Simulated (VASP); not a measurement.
# CsSnI3 (Pm-3m) in VASP: settings compared

Aim: see how the results for CsSnI3 move with the level of theory and the settings. Levels: PBE, r2SCAN. Tasks: electric field gradients.

Everything below comes from runs of VASP 6.6.1. Logs are shortened: lines on timing, memory, paths and dates and some standing lists are left out, and cuts for length are marked.

**1. The cell of the first run**

The structure is cubic, space group Pm-3m (No. 221). Conventional cell: a = 6.286 Å, b = 6.286 Å, c = 6.286 Å, α = 90.00°, β = 90.00°, γ = 90.00°. Within 5.8 Å of Cs (site symmetry m-3m) lie 12 I at 4.45 Å and 8 Sn at 5.44 Å. Sn (site symmetry m-3m) has 6 I at 3.14 Å within 4.1 Å. Within 4.1 Å of I (site symmetry 4/mmm) lie 2 Sn at 3.14 Å.

**2. Electric field gradients, PBE**

Contents of INCAR:

```
SYSTEM = CsSnI3
ALGO = Normal ; EDIFF = 1E-8
ENCUT = 520 ; GGA = PE
ISIF = 2 ; ISMEAR = -1
LASPH = .True. ; LCHARG = .False.
LEFG = .True. ; LREAL = .False.
LWAVE = .False. ; NBANDS = 30
NELM = 100 ; PREC = Accurate
SIGMA = 0.02
```

Contents of KPOINTS:

```
k-points
0
Gamma
  5 5 5
  0 0 0
```

Contents of POSCAR:

```
CsSnI3
1.0
    6.2862280000      0.0000000000      0.0000000000
    0.0000000000      6.2862280000      0.0000000000
    0.0000000000      0.0000000000      6.2862280000
Cs Sn I
1 1 3
Direct
    0.5000000000      0.5000000000      0.5000000000
    0.0000000000      0.0000000000      0.0000000000
    0.5000000000      0.0000000000      0.0000000000
    0.0000000000      0.0000000000      0.5000000000
    0.0000000000      0.5000000000      0.0000000000
```

Potentials or basis: VASP PAW PBE potentials, release 64 (Cs_sv, Sn_d, I).

On the command line:

```bash
$ cat potpaw_PBE.64/Cs_sv/POTCAR potpaw_PBE.64/Sn_d/POTCAR potpaw_PBE.64/I/POTCAR > POTCAR
$ mpirun -np 1 vasp_std > vasp.out
```

OUTCAR:

```text
SYSTEM = CsSnI3
   EDIFF = 1E-8
   ENCUT = 520
   GGA = PE
   ISIF = 2
   ISMEAR = -1
   LASPH = .True.
   LREAL = .False.
   NELM = 100
   PREC = Accurate

 ion  position               nearest neighbor table
   1  0.500  0.500  0.500-
   2  0.000  0.000  0.000-   3 3.14   4 3.14   5 3.14   4 3.14   5 3.14   3 3.14
   3  0.500  0.000  0.000-   2 3.14   2 3.14
   4  0.000  0.000  0.500-   2 3.14   2 3.14
   5  0.000  0.500  0.000-   2 3.14   2 3.14

  LATTYP: Found a simple cubic cell.
 ALAT       =     6.2862280000

  Lattice vectors:

 A1 = (   6.2862280000,   0.0000000000,   0.0000000000)
 A2 = (   0.0000000000,   6.2862280000,   0.0000000000)
 A3 = (   0.0000000000,   0.0000000000,   6.2862280000)

Analysis of symmetry for initial positions (statically):
=====================================================================
 Subroutine PRICEL returns:
 Original cell was already a primitive cell.

 Routine SETGRP: Setting up the symmetry group for a
 simple cubic supercell.

 Subroutine GETGRP returns: Found 48 space group operations
 (whereof 48 operations were pure point group operations)
 out of a pool of 48 trial point group operations.

The static configuration has the point symmetry O_h .

Analysis of symmetry for dynamics (positions and initial velocities):
=====================================================================
 Subroutine PRICEL returns:
 Original cell was already a primitive cell.

 Routine SETGRP: Setting up the symmetry group for a
 simple cubic supercell.

 Subroutine GETGRP returns: Found 48 space group operations
 (whereof 48 operations were pure point group operations)
 out of a pool of 48 trial point group operations.

The dynamic configuration has the point symmetry O_h .

 Subroutine INISYM returns: Found 48 space group operations
 (whereof 48 operations are pure point group operations),
 and found     1 'primitive' translations

----------------------------------------------------------------------------------------

                                     Primitive cell

[... 127 lines left out ...]
  energy without entropy =      -14.06177676  energy(sigma->0) =      -14.06177676

 E-fermi :   2.1224     XC(G=0):  -7.3669

 val. band max:        1.6165049030   @ k =   0.4000   0.4000   0.4000
 cond. band min:       3.4011580826   @ k =   0.4000   0.4000   0.4000
 fundamental gap:      1.7846531796
 Fermi energy:         2.1224026479

 k-point     1 :       0.0000    0.0000    0.0000
  band No.  band energies     occupation
      1     -19.7439      2.00000
      2     -19.5473      2.00000
      3     -19.5473      2.00000
      4     -19.5317      2.00000
      5     -19.5317      2.00000
      6     -19.5317      2.00000
[... 319 lines left out ...]
     29       6.7293      0.00000
     30       7.6899      0.00000

------------------------ aborting loop because EDIFF is reached ----------------------------------------

  FORCE on cell =-STRESS in cart. coord.  units (eV):
  Direction    XX          YY          ZZ          XY          YZ          ZX
  --------------------------------------------------------------------------------------
  -------------------------------------------------------------------------------------
  Total       -0.1672298     -0.1672298     -0.1672298      0.0000000      0.0000000     -0.0000000
  in kB       -1.0785838     -1.0785838     -1.0785838      0.0000000      0.0000000     -0.0000000
  external PRESSURE =      -1.0785838 kB  Pullay stress =       0.0000000 kB

 VOLUME and BASIS-vectors are now :
 -----------------------------------------------------------------------------
  energy-cutoff  :      520.00
  volume of cell :      248.41
      direct lattice vectors                 reciprocal lattice vectors
     6.286228000  0.000000000  0.000000000     0.159077908  0.000000000  0.000000000
     0.000000000  6.286228000  0.000000000     0.000000000  0.159077908  0.000000000
     0.000000000  0.000000000  6.286228000     0.000000000  0.000000000  0.159077908

 POSITION                                       TOTAL-FORCE (eV/Angst)
 -----------------------------------------------------------------------------------
      3.14311      3.14311      3.14311         0.000000      0.000000      0.000000
      0.00000      0.00000      0.00000         0.000000      0.000000      0.000000
      3.14311      0.00000      0.00000         0.000000      0.000000      0.000000
      0.00000      0.00000      3.14311         0.000000      0.000000      0.000000
      0.00000      3.14311      0.00000         0.000000      0.000000      0.000000
 -----------------------------------------------------------------------------------
    total drift:                                0.000000     -0.000000      0.000000

  FREE ENERGIE OF THE ION-ELECTRON SYSTEM (eV)
  ---------------------------------------------------
  free  energy   TOTEN  =       -14.0617767626 eV

  energy  without entropy=      -14.0617767626  energy(sigma->0) =      -14.06177676

 Electric field gradients (V/A^2)
---------------------------------------------------------------------
 ion       V_xx      V_yy      V_zz      V_xy      V_xz      V_yz
---------------------------------------------------------------------
   1      -0.000    -0.000    -0.000    -0.000    -0.000    -0.000
   2       0.000    -0.000     0.000    -0.000     0.000     0.000
   3     415.348  -207.674  -207.674    -0.000    -0.000    -0.000
   4    -207.674  -207.674   415.348     0.000     0.000     0.000
   5    -207.674   415.348  -207.674     0.000    -0.000     0.000
---------------------------------------------------------------------

 Electric field gradients after diagonalization (V/A^2)
 (convention: |V_zz| > |V_xx| > |V_yy|)
----------------------------------------------------------------------
 ion       V_xx      V_yy      V_zz     asymmetry (V_yy - V_xx)/ V_zz
----------------------------------------------------------------------
   1      -0.000    -0.000    -0.000      -0.428
   2       0.000     0.000    -0.000       0.050
   3    -207.674  -207.674   415.348       0.000
   4    -207.674  -207.674   415.348       0.000
   5    -207.674  -207.674   415.348       0.000
----------------------------------------------------------------------

           NMR quadrupolar parameters

 Cq : quadrupolar parameter    Cq=e*Q*V_zz/h
 eta: asymmetry parameters     (V_yy - V_xx)/ V_zz
 Q  : nuclear electric quadrupole moment in mb (millibarn)
----------------------------------------------------------------------
 ion       Cq(MHz)       eta       Q (mb)
----------------------------------------------------------------------
   1      -0.000      -0.428       1.000
   2      -0.000       0.050       1.000
   3       1.004       0.000       1.000
   4       1.004       0.000       1.000
   5       1.004       0.000       1.000
----------------------------------------------------------------------
```

OSZICAR:

```text
N       E                     dE             d eps       ncg     rms          rms(c)
DAV:   1     0.342801191781E+03    0.34280E+03   -0.17707E+04   600   0.129E+03
DAV:   2     0.286099909520E+02   -0.31419E+03   -0.30111E+03   696   0.274E+02
DAV:   3    -0.127241438945E+02   -0.41334E+02   -0.41106E+02   718   0.113E+02
DAV:   4    -0.142971654704E+02   -0.15730E+01   -0.15702E+01   754   0.262E+01
DAV:   5    -0.143562104882E+02   -0.59045E-01   -0.59041E-01   908   0.468E+00    0.402E+00
DAV:   6    -0.140813992568E+02    0.27481E+00   -0.42746E-01   780   0.332E+00    0.264E+00
DAV:   7    -0.140571157468E+02    0.24284E-01   -0.28996E-01   766   0.207E+00    0.104E+00
DAV:   8    -0.140618499910E+02   -0.47342E-02   -0.43247E-02   726   0.133E+00    0.287E-01
DAV:   9    -0.140615298819E+02    0.32011E-03   -0.44993E-03   774   0.480E-01    0.119E-01
DAV:  10    -0.140617313775E+02   -0.20150E-03   -0.70711E-04   710   0.128E-01    0.458E-02
DAV:  11    -0.140617787271E+02   -0.47350E-04   -0.31699E-04   794   0.109E-01    0.368E-02
DAV:  12    -0.140617797393E+02   -0.10123E-05   -0.33558E-05   754   0.308E-02    0.269E-02
DAV:  13    -0.140617779843E+02    0.17551E-05   -0.21531E-06   780   0.105E-02    0.146E-02
DAV:  14    -0.140617765560E+02    0.14283E-05   -0.47462E-06   794   0.146E-02    0.182E-03
DAV:  15    -0.140617766368E+02   -0.80862E-07   -0.38359E-07   730   0.264E-03    0.138E-03
DAV:  16    -0.140617768887E+02   -0.25186E-06   -0.33399E-08   774   0.134E-03    0.253E-03
DAV:  17    -0.140617767716E+02    0.11709E-06   -0.21265E-08   618   0.124E-03    0.182E-04
DAV:  18    -0.140617767626E+02    0.89644E-08   -0.19823E-09   414   0.233E-04
   1 F= -.14061777E+02 E0= -.14061777E+02  d E =-.696122E-12
```

stdout:

```text
POSCAR found type information on POSCAR CsSnI
 POSCAR found :  3 types and       5 ions
 scaLAPACK will be used
 LDA part: xc-table for (Slater+PW92), standard interpolation
 POSCAR, INCAR and KPOINTS ok, starting setup
 FFT: planning ... GRIDC
 FFT: planning ... GRID_SOFT
 FFT: planning ... GRID
 WAVECAR not read
 entering main loop
ion   1

ion   2

ion   3

ion   4

ion   5
```

Wall time 85 s (1 thread of Intel Xeon Platinum 8259CL at 2.50GHz (Skylake/Cascade Lake), shared host); peak memory 0.36 GiB.

Results:

```yaml
Free_energy: -14.0618 eV
Pressure: -0.1 GPa
Band_gap_on_the_k_mesh: 1.78 eV
Largest_electric_field_gradient_by_atom: Cs -0.0; Sn +0.0; I +415.3 V/Å²
```

Electric field gradients, principal values (V/Å²):
```
atom     least    middle  greatest (by size)
1 Cs     0.000     0.000               0.000
2 Sn     0.000     0.000               0.000
 3 I  -207.674  -207.674             415.348
 4 I  -207.674  -207.674             415.348
 5 I  -207.674  -207.674             415.348
```

Caveat: without QUAD_EFG the Cq values of the log hold for a quadrupole moment of 1 mb, not for the nuclei; spin-orbit coupling is left out, which moves the levels of the heavy elements; an odd mesh through Γ misses points on the zone boundary, where band edges can lie.

**3. Electric field gradients, r2SCAN**

POSCAR is that of step 2.

Contents of INCAR.step1:

```
SYSTEM = CsSnI3
PREC = Accurate
ENCUT = 520
ISMEAR = -1
SIGMA = 0.02
LREAL = .False.
LASPH = .True.
NELM = 100
NBANDS = 30
GGA = PE
ALGO = Normal
EDIFF = 1E-4
LWAVE = .True.
LCHARG = .False.
```

Contents of INCAR.step2:

```
SYSTEM = CsSnI3
PREC = Accurate
ENCUT = 520
EDIFF = 1E-8
ISMEAR = -1
SIGMA = 0.02
LREAL = .False.
LASPH = .True.
NELM = 100
ALGO = Normal
ISIF = 2
LWAVE = .False.
LCHARG = .False.
METAGGA = R2SCAN
LMIXTAU = .True.
LEFG = .True.
NBANDS = 30
ISTART = 1
```

Contents of KPOINTS:

```
regular mesh
0
Gamma
  5 5 5
  0 0 0
```

Potentials or basis: VASP PAW PBE potentials, release 64 (Cs_sv, Sn_d, I).

On the command line:

```bash
$ cat potpaw_PBE.64/Cs_sv/POTCAR potpaw_PBE.64/Sn_d/POTCAR potpaw_PBE.64/I/POTCAR > POTCAR
$ cp INCAR.step1 INCAR
$ mpirun -np 1 vasp_std > vasp.out
$ cp INCAR.step2 INCAR
$ mpirun -np 1 vasp_std > vasp.out
```

OUTCAR:

```text
SYSTEM = CsSnI3
   PREC = Accurate
   ENCUT = 520
   EDIFF = 1E-8
   ISMEAR = -1
   LREAL = .False.
   LASPH = .True.
   NELM = 100
   ISIF = 2
   METAGGA = R2SCAN
   ISTART = 1

 ion  position               nearest neighbor table
   1  0.500  0.500  0.500-
   2  0.000  0.000  0.000-   3 3.14   4 3.14   5 3.14   4 3.14   5 3.14   3 3.14
   3  0.500  0.000  0.000-   2 3.14   2 3.14
   4  0.000  0.000  0.500-   2 3.14   2 3.14
   5  0.000  0.500  0.000-   2 3.14   2 3.14

  LATTYP: Found a simple cubic cell.
 ALAT       =     6.2862280000

  Lattice vectors:

 A1 = (   6.2862280000,   0.0000000000,   0.0000000000)
 A2 = (   0.0000000000,   6.2862280000,   0.0000000000)
 A3 = (   0.0000000000,   0.0000000000,   6.2862280000)

Analysis of symmetry for initial positions (statically):
=====================================================================
 Subroutine PRICEL returns:
 Original cell was already a primitive cell.

 Routine SETGRP: Setting up the symmetry group for a
[... 519 lines left out ...]
      3.14311      0.00000      0.00000         0.000000      0.000000      0.000000
      0.00000      0.00000      3.14311         0.000000      0.000000      0.000000
      0.00000      3.14311      0.00000         0.000000      0.000000      0.000000
 -----------------------------------------------------------------------------------
    total drift:                                0.000000     -0.000000      0.000000

  FREE ENERGIE OF THE ION-ELECTRON SYSTEM (eV)
  ---------------------------------------------------
  free  energy   TOTEN  =      -128.7107121398 eV

  energy  without entropy=     -128.7107121398  energy(sigma->0) =     -128.71071214

 Electric field gradients (V/A^2)
---------------------------------------------------------------------
 ion       V_xx      V_yy      V_zz      V_xy      V_xz      V_yz
---------------------------------------------------------------------
   1       0.000     0.000     0.000    -0.000    -0.000    -0.000
   2       0.000     0.000    -0.000    -0.000     0.000    -0.000
   3     400.899  -200.449  -200.449    -0.000    -0.000     0.000
   4    -200.449  -200.449   400.899     0.000     0.000    -0.000
   5    -200.449   400.899  -200.449    -0.000     0.000     0.000
---------------------------------------------------------------------

 Electric field gradients after diagonalization (V/A^2)
 (convention: |V_zz| > |V_xx| > |V_yy|)
----------------------------------------------------------------------
 ion       V_xx      V_yy      V_zz     asymmetry (V_yy - V_xx)/ V_zz
----------------------------------------------------------------------
   1       0.000     0.000     0.000      -0.449
   2       0.000     0.000    -0.000       0.013
   3    -200.449  -200.449   400.899       0.000
   4    -200.449  -200.449   400.899       0.000
   5    -200.449  -200.449   400.899       0.000
----------------------------------------------------------------------

           NMR quadrupolar parameters

 Cq : quadrupolar parameter    Cq=e*Q*V_zz/h
 eta: asymmetry parameters     (V_yy - V_xx)/ V_zz
 Q  : nuclear electric quadrupole moment in mb (millibarn)
----------------------------------------------------------------------
 ion       Cq(MHz)       eta       Q (mb)
----------------------------------------------------------------------
   1       0.000      -0.449       1.000
   2      -0.000       0.013       1.000
   3       0.969       0.000       1.000
   4       0.969       0.000       1.000
   5       0.969       0.000       1.000
----------------------------------------------------------------------
```

It took 4.4 min on 1 thread of Intel Xeon Platinum 8259CL at 2.50GHz (Skylake/Cascade Lake), shared host; peak memory 0.4 GiB.

Results:

```yaml
Free_energy: -128.7107 eV
Pressure: -0.6 GPa
Band_gap_on_the_k_mesh: 1.92 eV
Largest_electric_field_gradient_by_atom: Cs +0.0; Sn +0.0; I +400.9 V/Å²
```

Electric field gradients, principal values (V/Å²):
```csv
atom,least,middle,greatest (by size)
1 Cs,0.000,0.000,0.000
2 Sn,0.000,0.000,0.000
3 I,-200.449,-200.449,400.899
4 I,-200.449,-200.449,400.899
5 I,-200.449,-200.449,400.899
```

Caveat: without QUAD_EFG the Cq values of the log hold for a quadrupole moment of 1 mb, not for the nuclei; the PAW data sets were made with another functional, which shifts forces and pressure a little; spin-orbit coupling is left out, which moves the levels of the heavy elements; an odd mesh through Γ misses points on the zone boundary, where band edges can lie.
